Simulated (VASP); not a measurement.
Crystal: TaSiO3.

```
Ta Si O
1.0
     3.94172    0.00000    0.00000
     0.00000    3.94172    0.00000
     0.00000    0.00000    3.94172
Ta Si O
1 1 3
Direct
  0.50000 0.50000 0.50000
  0.00000 0.00000 0.00000
  0.00000 0.50000 0.50000
  0.50000 0.00000 0.50000
  0.50000 0.50000 0.00000
```

Base run:

* Program: VASP 6.6.1
* Functional: LDA
* Potentials or basis: VASP PAW LDA potentials, release 64 (Ta_pv, Si, O)
* Cutoff: 520 eV
* k mesh: 10 × 10 × 10
* Occupations: fermi-dirac, width 0.15 eV
* Spin: no spin polarisation

Its results: pressure 1.1 GPa.

Q: The run is repeated on the same cell with these changes: potentials or basis from VASP PAW LDA potentials, release 64 (Ta_pv, Si, O) to VASP PAW LDA potentials, release 64 (Ta_sv_GW, Si, O); cutoff from 520 eV to 600 eV; further incar settings from ALGO = Normal; EDIFF = 1e-06; NBANDS = 24 to ALGO = Normal; EDIFF = 1e-06; NBANDS = 26; valence electrons from 33 to 35. What comes out?

A: Pressure 0.6 GPa.

Caveats: an odd number of electrons without spin polarisation forces a metal; a magnetic or distorted state may lie lower.
